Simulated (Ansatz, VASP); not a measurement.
**HfB2 in VASP and in Ansatz**

File INCAR:

```
  PREC = Accurate
  ENCUT = 420
  EDIFF = 1E-8
  ISMEAR = -1
  SIGMA = 0.05
  LREAL = False
  LASPH = True
  NELM = 120
  ALGO = Normal
  ISIF = 2
  LWAVE = False
  LCHARG = False
  GGA = PE
  LEFG = True
  NBANDS = 15
  GGA_COMPAT = False
```

The input KPOINTS:

```
Automatic mesh
0
Gamma
  13 13 11
```

File POSCAR:

```
HfB2
1.0
    3.2342001035      0.0000000000      0.0000000000
   -1.6171000518      2.8008994505      0.0000000000
    0.0000000000      0.0000000000      3.4800000000
Hf B
1 2
Direct
    0.0000000000      0.0000000000      0.0000000000
    0.3333333333      0.6666666667      0.5000000000
    0.6666666667      0.3333333333      0.5000000000
```

Input for Ansatz:

```yaml
crystal:
  lattice:
    - [3.2342001035, 0.0, 0.0]
    - [-1.6171000518, 2.8008994505, 0.0]
    - [0.0, 0.0, 3.48]
  atoms:
    - { symbol: Hf, position: [0.0, 0.0, 0.0] }
    - { symbol: B, position: [0.3333333333, 0.6666666667, 0.5] }
    - { symbol: B, position: [0.6666666667, 0.3333333333, 0.5] }
kpoints:
  mp_grid: { grid: [13, 13, 11] }
scf:
  occupations: { method: fermi_dirac, width: 0.05 }
hamiltonian:
  xc: pbe
  pseudopotentials: { kind: all_electron, datasets: crystal }
output:
  forces: true
  stress: true
  eigenvalues: true
  efg: { contact_densities: true }
```

Change from the starting cell: equal xx and yy strain of +3 %, crystal datasets.

Alike in both runs: task electric field gradients; functional PBE; k mesh 13 × 13 × 11; occupations fermi-dirac, width 0.05 eV; no spin polarisation.

|  | VASP | Ansatz |
| --- | --- | --- |
| version | VASP 6.6.1 | Ansatz 0.2.0 |
| potentials or method | VASP PAW PBE potentials, release 64 (Hf_pv, B), cutoff 420 eV | all-electron PAW with datasets made for the crystal, scalar-relativistic |

```csv
,VASP,Ansatz,Ansatz less VASP
size of Vzz on the site where it differs most (V/Å²),64.0,90.9,+26.97
```

Ansatz ran all-electron here, and VASP with PAW potentials.

Spin-orbit coupling is off throughout.
